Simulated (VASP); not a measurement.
Write the native input for VASP 6.6.1 that does the following.

| Item | Value |
| --- | --- |
| Task | single point |
| Functional | PBE |
| Potentials or basis | VASP PAW PBE potentials, release 64 (Si, O) |
| Cutoff | 520 eV |
| k mesh | 6 × 6 × 6 |
| Occupations | gaussian, width 0.1 eV |
| Spin | no spin polarisation |
| Dipole correction | no |
| Further INCAR settings | ALGO = Normal; EDIFF = 1e-07; NBANDS = 12 |

The structure of SiO lies in POSCAR:

```
SiO
1.0
    2.6675666900      0.0000000000      0.0000000000
    0.0000000000      2.6675666900      0.0000000000
    0.0000000000      0.0000000000      3.2286241700
Si O
1 1
Direct
    0.5000000000      0.5000000000      0.5000000000
    0.0000000000      0.0000000000      0.0000000000
```

The input as run:

INCAR

```
SYSTEM = SiO
PREC = Accurate
ENCUT = 520
EDIFF = 1E-7
ISMEAR = 0
SIGMA = 0.1
LREAL = .FALSE.
LASPH = .TRUE.
NELM = 80
ALGO = Normal
ISIF = 2
LWAVE = .FALSE.
LCHARG = .FALSE.
GGA = PE
NBANDS = 12
```

KPOINTS

```
Automatic mesh
0
G
  6 6 6
  0 0 0
```

Potentials or basis: VASP PAW PBE potentials, release 64 (Si, O).

The run is started by

```bash
$ cat potpaw_PBE.64/Si/POTCAR potpaw_PBE.64/O/POTCAR > POTCAR
$ mpirun -np 1 vasp_std > vasp.out
```

Results of the run:

```
Pressure               : -7.6 GPa
Band gap on the k mesh : zero (band 5 reaches 7.88 eV, above the bottom of band 6 at 6.05 eV)
```

Caveat: the k points lie up to 0.39 Å⁻¹ apart.

Run time: 12 s on 1 thread of AMD EPYC 7R13, with other jobs on the host, peak memory 0.1 GiB.
